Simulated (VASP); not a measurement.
# ZrH5 (F-43m) in VASP: a series of runs

Runs on ZrH5. Level: PBE. Tasks: single point, relaxation of cell and atoms.

Everything below comes from runs of VASP 6.6.1. Logs are shortened: lines on timing, memory, paths and dates and some standing lists are left out, and cuts for length are marked.

**1. The cell of the first run**

The structure is cubic, space group F-43m (No. 216). The conventional cell has a = 5.274 Å, b = 5.274 Å, c = 5.274 Å, α = 90.00°, β = 90.00°, γ = 90.00°. Zr (site symmetry -43m) has 16 H at 2.20 to 2.28 Å within 2.9 Å. Within 1.6 Å of H (site symmetry -43m) lie 4 H at 1.22 Å. H (site symmetry 3m) has 1 H at 1.22 Å within 1.6 Å.

The cell was generated, and may not be a known phase.

**2. Single point, PBE**

INCAR reads:

```
SYSTEM = ZrH5
  ALGO = Normal
  EDIFF = 1E-7
  ENCUT = 520
  GGA = PE
  ISIF = 2
  ISMEAR = 0
  LASPH = .TRUE.
  LCHARG = .TRUE.
  LELF = .TRUE.
  LREAL = .FALSE.
  LVHAR = .TRUE.
  LWAVE = .FALSE.
  NBANDS = 18
  NELM = 60
  PREC = Accurate
  SIGMA = 0.1
```

KPOINTS reads:

```
k-points
0
G
  12 12 12
  0 0 0
```

POSCAR reads:

```
ZrH5
1.0
    0.0000000000      2.6371156627      2.6371156627
    2.6371156627      0.0000000000      2.6371156627
    2.6371156627      2.6371156627      0.0000000000
Zr H
1 5
Direct
    0.5000000000      0.5000000000      0.5000000000
    0.2500000000      0.2500000000      0.2500000000
    0.1168158150      0.6495525551      0.1168158150
    0.1168158150      0.1168158150      0.1168158150
    0.6495525551      0.1168158150      0.1168158150
    0.1168158150      0.1168158150      0.6495525551
```

Potentials or basis: VASP PAW PBE potentials, release 64 (Zr_sv, H).

Run with:

```sh
> cat potpaw_PBE.64/Zr_sv/POTCAR potpaw_PBE.64/H/POTCAR > POTCAR
> mpirun -np 1 vasp_std > vasp.out
```

OUTCAR:

```text
SYSTEM = ZrH5
   EDIFF = 1E-7
   ENCUT = 520
   GGA = PE
   ISIF = 2
   ISMEAR = 0
   LASPH = .TRUE.
   LREAL = .FALSE.
   NELM = 60
   PREC = Accurate

 ion  position               nearest neighbor table
   1  0.500  0.500  0.500-   3 2.20   5 2.20   6 2.20   4 2.20   4 2.20   4 2.20   3 2.20   6 2.20
                             5 2.20   3 2.20   5 2.20   6 2.20   2 2.28   2 2.28   2 2.28   2 2.28
   2  0.250  0.250  0.250-   1 2.28   1 2.28   1 2.28   1 2.28
   3  0.117  0.650  0.117-   1 2.20   1 2.20   1 2.20
   4  0.117  0.117  0.117-   1 2.20   1 2.20   1 2.20
   5  0.650  0.117  0.117-   1 2.20   1 2.20   1 2.20
   6  0.117  0.117  0.650-   1 2.20   1 2.20   1 2.20

  LATTYP: Found a face centered cubic cell.
 ALAT       =     5.2742313254

  Lattice vectors:

 A1 = (   0.0000000000,   2.6371156627,   2.6371156627)
 A2 = (   2.6371156627,   0.0000000000,   2.6371156627)
 A3 = (   2.6371156627,   2.6371156627,   0.0000000000)

Analysis of symmetry for initial positions (statically):
=====================================================================
 Subroutine PRICEL returns:
 Original cell was already a primitive cell.

 Routine SETGRP: Setting up the symmetry group for a
 face centered cubic supercell.

 Subroutine GETGRP returns: Found 24 space group operations
 (whereof 24 operations were pure point group operations)
 out of a pool of 48 trial point group operations.

The static configuration has the point symmetry T_d .

Analysis of symmetry for dynamics (positions and initial velocities):
=====================================================================
 Subroutine PRICEL returns:
 Original cell was already a primitive cell.

 Routine SETGRP: Setting up the symmetry group for a
 face centered cubic supercell.

 Subroutine GETGRP returns: Found 24 space group operations
 (whereof 24 operations were pure point group operations)
 out of a pool of 48 trial point group operations.

The dynamic configuration has the point symmetry T_d .

 Subroutine INISYM returns: Found 24 space group operations
 (whereof 24 operations are pure point group operations),
 and found     1 'primitive' translations

----------------------------------------------------------------------------------------

                                     Primitive cell

  volume of cell :      36.6790

[... 99 lines left out ...]
   NSW    =      0    number of steps for IOM
   IBRION =     -1    ionic relax: 0-MD 1-quasi-New 2-CG
   NFREE  =      0    steps in history (QN), initial steepest desc. (CG)
   ISIF   =      2    stress and relaxation
   ISYM   =      2    0-nonsym 1-usesym 2-fastsym
   POTIM  = 0.5000    time-step for ionic-motion
   TEBEG  =    0.0;   TEEND  =   0.0 temperature during run
   PSTRESS=    0.0 pullay stress
   NELECT =      17.0000    total number of electrons
   NUPDOWN=      -1.0000    fix difference up-down
   EMIN   =  10.00;   EMAX   =-10.00  energy-range for DOS
   EFERMI =   0.00;   METHOD = LEGACY
   ISMEAR =     0;   SIGMA  =   0.10  broadening in eV -4-tet -1-fermi 0-gaus
   EFERMI_NEDOS =   21; number of points for ismear=-14 and -15
   IALGO  =     38    algorithm
   IMIX   =      4    mixing-type and parameters
     AMIX     =   0.40;   BMIX     =  1.00
     AMIX_MAG =   1.60;   BMIX_MAG =  1.00
  volume/ion in A,a.u.               =       6.11        41.25
  Fermi-wavevector in a.u.,A,eV,Ry     =   1.266928  2.394147 21.838803  1.605107
  Thomas-Fermi vector in A             =   2.400103
   LORBIT       =      0    0 simple, 1 ext, 2 COOP (PROOUT), +10 PAW based schemes
   GGA     = PE    functional components
   LHFCALC =     F    Hartree Fock is set to
   AEXX    =    0.0000 exact exchange contribution
   IVDW    =     0    specifies the selected vdW correction
   LEPSILON=     F    determine dielectric tensor
   LRPA    =     F    only Hartree local field effects (RPA)
 non-spin polarized calculation
 Gauss-broadening in eV      SIGMA  =   0.10
  energy-cutoff  :      520.00
  volume of cell :       36.68
 maximum number of plane-waves:      1004
   NGX = 13   NGY = 13   NGZ = 13

 number of electron      17.0000001 magnetization

 Free energy of the ion-electron system (eV)
  ---------------------------------------------------
  ext. energy  EPLUGINS =         0.00000000
  ---------------------------------------------------
  free energy    TOTEN  =       -23.84290857 eV

  energy without entropy =      -23.83740696  energy(sigma->0) =      -23.84015777

 E-fermi :   7.3210     XC(G=0): -11.0611

 val. band max:        7.3063307825   @ k =  -0.1667   0.2500   0.0833
 cond. band min:       7.3224914032   @ k =  -0.1667   0.1667   0.0000
 fundamental gap:      0.0161606207
 Fermi energy:         7.3210185196

 k-point     1 :       0.0000    0.0000    0.0000
  band No.  band energies     occupation
      1     -42.4254      2.00000
      2     -20.3483      2.00000
      3     -20.3483      2.00000
      4     -20.3483      2.00000
      5      -5.8535      2.00000
      6       4.6015      2.00000
[... 481 lines left out ...]
      5      -3.6304      2.00000
      6       0.0983      2.00000
[... 10 lines left out ...]
     17      17.8707      0.00000
     18      22.1673      0.00000

 [... further k-points ...]

------------------------ aborting loop because EDIFF is reached ----------------------------------------

  FORCE on cell =-STRESS in cart. coord.  units (eV):
  Direction    XX          YY          ZZ          XY          YZ          ZX
  --------------------------------------------------------------------------------------
  -------------------------------------------------------------------------------------
  Total       -0.0336396     -0.0336396     -0.0336396      0.0000000      0.0000000     -0.0000000
  in kB       -1.4694108     -1.4694108     -1.4694108      0.0000000      0.0000000     -0.0000000
  external PRESSURE =      -1.4694108 kB  Pullay stress =       0.0000000 kB

 VOLUME and BASIS-vectors are now :
 -----------------------------------------------------------------------------
  energy-cutoff  :      520.00
  volume of cell :       36.68
      direct lattice vectors                 reciprocal lattice vectors
     0.000000000  2.637115663  2.637115663    -0.189601088  0.189601088  0.189601088
     2.637115663  0.000000000  2.637115663     0.189601088 -0.189601088  0.189601088
     2.637115663  2.637115663  0.000000000     0.189601088  0.189601088 -0.189601088

 POSITION                                       TOTAL-FORCE (eV/Angst)
 -----------------------------------------------------------------------------------
      2.63712      2.63712      2.63712        -0.000000     -0.000000     -0.000000
      1.31856      1.31856      1.31856        -0.000000     -0.000000     -0.000000
      2.02100      0.61611      2.02100         0.005144     -0.005144      0.005144
      0.61611      0.61611      0.61611        -0.005144     -0.005144     -0.005144
      0.61611      2.02100      2.02100        -0.005144      0.005144      0.005144
      2.02100      2.02100      0.61611         0.005144      0.005144     -0.005144
 -----------------------------------------------------------------------------------
    total drift:                                0.000000      0.000000      0.000000

  FREE ENERGIE OF THE ION-ELECTRON SYSTEM (eV)
  ---------------------------------------------------
  free  energy   TOTEN  =       -23.8429085661 eV

  energy  without entropy=      -23.8374069645  energy(sigma->0) =      -23.84015777
```

stdout:

```text
POSCAR found type information on POSCAR ZrH
 POSCAR found :  2 types and       6 ions
 scaLAPACK will be used
 LDA part: xc-table for (Slater+PW92), standard interpolation
 POSCAR, INCAR and KPOINTS ok, starting setup
 FFT: planning ... GRIDC
 FFT: planning ... GRID_SOFT
 FFT: planning ... GRID
 WAVECAR not read
 entering main loop
```

It took 39 s on 1 thread of Intel Xeon Platinum 8259CL at 2.50GHz (Skylake/Cascade Lake), shared host; peak memory 0.18 GiB.

Results:

- Free energy: -23.8429 eV
- Pressure: -0.1 GPa
- Largest force: 0.009 eV/Å
- Band gap on the k mesh: zero (an odd number of electrons rules out a gap without spin polarisation)

Forces on the atoms (eV/Å):
```
Zr   0.000  0.000  0.000
H    0.000  0.000  0.000
H    0.005 -0.005  0.005
H   -0.005 -0.005 -0.005
H   -0.005  0.005  0.005
H    0.005  0.005 -0.005
```

Levels at points of the mesh, in eV from the Fermi level:
```tsv
k point	band 6	band 7	band 8	band 9	band 10	band 11
(0.00, 0.00, 0.00)	-2.72	-2.72	-2.72	-0.02	0.75	0.75
(0.50, 0.00, 0.00)	-6.98	-3.54	-3.54	1.27	1.96	1.96
(0.50, 0.50, 0.00)	-8.66	-1.71	-1.71	-1.54	1.97	2.56
```

**3. Relaxation of cell and atoms, PBE**

INCAR reads:

```
SYSTEM = ZrH5
  PREC = Accurate
  ENCUT = 600
  EDIFF = 1E-6
  ISMEAR = 0
  SIGMA = 0.1
  LREAL = .False.
  LASPH = .True.
  NELM = 100
  ALGO = Normal
  ISIF = 3
  LWAVE = .False.
  LCHARG = .False.
  GGA = PE
  IBRION = 2
  NSW = 100
  EDIFFG = -0.01
```

KPOINTS reads:

```
Automatic mesh
0
Gamma
  12 12 12
  0 0 0
```

POSCAR reads:

```
ZrH5
1.0
    0.0000000000      2.6373383535      2.6373383535
    2.6373383535      0.0000000000      2.6373383535
    2.6373383535      2.6373383535      0.0000000000
Zr H
1 5
Direct
    0.5000000000      0.5000000000      0.5000000000
    0.2500000000      0.2500000000      0.2500000000
    0.1165298232      0.6504105305      0.1165298232
    0.1165298232      0.1165298232      0.1165298232
    0.6504105305      0.1165298232      0.1165298232
    0.1165298232      0.1165298232      0.6504105305
```

Potentials or basis: VASP PAW PBE potentials, release 64 (Zr_sv, H).

Run with:

```sh
> cat potpaw_PBE.64/Zr_sv/POTCAR potpaw_PBE.64/H/POTCAR > POTCAR
> mpirun -np 1 vasp_std > vasp.out
```

Run time: 50 s. Hardware: 1 thread of Intel Xeon Platinum 8259CL at 2.50GHz (Skylake/Cascade Lake), shared host; peak memory 0.2 GiB.

The run converged. Its results:

```
Free energy                           : -23.8450 eV
Relaxed volume                        : 6.11 Å³/atom
Relaxed cell                          : a = 3.729 Å, b = 3.729 Å, c = 3.729 Å, α = 60.00°, β = 60.00°, γ = 60.00°
Space group after relaxing (to 0.1 Å) : F-43m (No. 216)
Energy gained by relaxing             : 0.0 meV/atom
Ionic steps                           : 2
Pressure after relaxing               : 0.0 GPa
Largest force after relaxing          : 0.009 eV/Å
Band gap on the k mesh                : zero (an odd number of electrons rules out a gap without spin polarisation)
```

Forces on the atoms (eV/Å):
```
Zr   0.000  0.000  0.000
H    0.000  0.000  0.000
H   -0.005  0.005 -0.005
H    0.005  0.005  0.005
H    0.005 -0.005 -0.005
H   -0.005 -0.005  0.005
```

Final structure:
```xyz
6
Lattice="0.0000 2.6369 2.6369 2.6369 0.0000 2.6369 2.6369 2.6369 0.0000" Properties=species:S:1:pos:R:3 pbc="T T T"
Zr    2.6369    2.6369    2.6369
H     1.3185    1.3185    1.3185
H     2.0219    0.6150    2.0219
H     0.6150    0.6150    0.6150
H     0.6150    2.0219    2.0219
H     2.0219    2.0219    0.6150
```

Levels at points of the mesh, in eV from the Fermi level:
```csv
k point,band 4,band 5,band 6,band 7,band 8,band 9,band 10,band 11,band 12
"(0.00, 0.00, 0.00)",-27.67,-13.17,-2.71,-2.71,-2.71,-0.02,0.75,0.75,2.50
"(0.50, 0.00, 0.00)",-27.70,-11.13,-6.99,-3.54,-3.54,1.26,1.96,1.96,3.05
"(0.50, 0.50, 0.00)",-27.77,-10.35,-8.67,-1.71,-1.71,-1.54,1.97,2.56,2.56
```
